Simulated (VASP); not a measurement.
Write the native input for VASP 6.6.1 that does the following.

* Task: single point
* Functional: PBEsol
* Potentials or basis: VASP PAW PBE potentials, release 64 (Zn, Si, P, Cd)
* Cutoff: 500 eV
* k mesh: 2 × 2 × 2, shifted
* Occupations: fermi-dirac, width 0.05 eV
* Spin: collinear spin
* Starting moments: [0.25, 0.25, 0.25, 0.25, 0.25, 0.25, 0.25, 0.25, 0.25, 0.25, 0.25, 0.25, 0.25, 0.25, 0.25, 0.25] μB
* Dipole correction: no
* Further INCAR settings: ALGO = Normal; EDIFF = 1e-06; NBANDS = 70

The structure of Zn3CdSi4P8 lies in POSCAR:

```
Zn3CdSi4P8
1.0
    5.4078730000     -0.0000270000     -0.0000080000
   -0.0000270000      5.4078730000     -0.0000080000
   -0.0000160000     -0.0000160000     10.4557170000
Zn Si P Cd
3 4 8 1
Direct
    0.0002120000      0.0084790000      0.0026190000
    0.0003680000      0.4958470000      0.2500410000
    0.5000380000      0.5003220000      0.4966860000
    0.0044620000      0.0013430000      0.4963520000
    0.5015150000      0.9982180000      0.2514110000
    0.5059780000      0.5056260000      0.9982130000
    0.9917880000      0.5044710000      0.7509050000
    0.2630030000      0.2505090000      0.1292240000
    0.2269790000      0.2605360000      0.6245430000
    0.7252590000      0.7502190000      0.1219070000
    0.7439890000      0.2293310000      0.3725200000
    0.2497950000      0.7721940000      0.3792530000
    0.2531690000      0.7276160000      0.8766620000
    0.7700720000      0.7474090000      0.6233570000
    0.7506940000      0.2683070000      0.8748480000
    0.4975860000      0.0038120000      0.7483440000
```

These files were run (other wordings do the same):

INCAR

```
PREC = Accurate ; ENCUT = 500
EDIFF = 1E-6 ; ISMEAR = -1
SIGMA = 0.05 ; LREAL = F
LASPH = T ; NELM = 200
ALGO = Normal ; ISIF = 2
LWAVE = F ; LCHARG = T
ISPIN = 2 ; MAGMOM = 0.25 0.25 0.25 0.25 0.25 0.25 0.25 0.25 0.25 0.25 0.25 0.25 0.25 0.25 0.25 0.25
LORBIT = 11 ; GGA = PS
LELF = T ; LVHAR = T
NBANDS = 70 ; GGA_COMPAT = F
```

KPOINTS

```
Automatic mesh
0
Gamma
  2 2 2
  0.5 0.5 0.5
```

Potentials or basis: VASP PAW PBE potentials, release 64 (Zn, Si, P, Cd).

Command:

```sh
$ cat potpaw_PBE.64/Zn/POTCAR potpaw_PBE.64/Si/POTCAR potpaw_PBE.64/P/POTCAR potpaw_PBE.64/Cd/POTCAR > POTCAR
$ mpirun -np 1 vasp_std > vasp.out
```

Results of the run:

- Pressure: 1.5 GPa
- Largest force: 1.336 eV/Å
- Band gap on the k mesh: 2.31 eV (least direct gap 2.33 eV)
- Net moment: 0.00 μB per cell
- Valence electrons inside the program's atomic spheres: Zn 10.86, 10.88 (each value once); Si 1.61, 1.62 (each value once); P 2.53, 2.55, 2.56 (each value once); Cd 10.57

Caveat: the k points lie up to 0.58 Å⁻¹ apart; the PAW data sets were made with another functional, which shifts forces and pressure a little; a shifted mesh leaves out Γ, where band edges can lie.

It took 2.4 min on 1 thread of AMD EPYC 9R45 96-Core Processor (Zen 5), with other jobs on the host, peak memory 0.47 GiB.
